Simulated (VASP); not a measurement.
Runs of VASP 6.6.1 on ZnSe (Stilleite). The structure is that of space group F-43m (No. 216), or close to it. The cells are those of the table. 

```tsv
cell	gap on the mesh (eV)	pressure (GPa)
a = 4.034 Å, angles 60.0°, 2 atoms	1.21	1.1
a = 4.086 Å, angles 60.0°, 2 atoms	(c)	-1.1
a = 3.953 Å, angles 60.0°, 2 atoms	1.46	(a)
a = 3.926 Å, angles 60.0°, 2 atoms	(b)	7.1
```

Alike in all rows: task single point; level PBE; potentials or basis VASP PAW PBE potentials, release 64 (Zn, Se); no spin polarisation; k mesh 6 × 6 × 6; cutoff (eV) 520; smearing gaussian 0.01 eV.

Q: Fill in the values left out.

A: (a) 5.4; (b) 1.54; (c) 1.06.

A k mesh can miss the band edges, and the runs leave out spin-orbit coupling on Se.
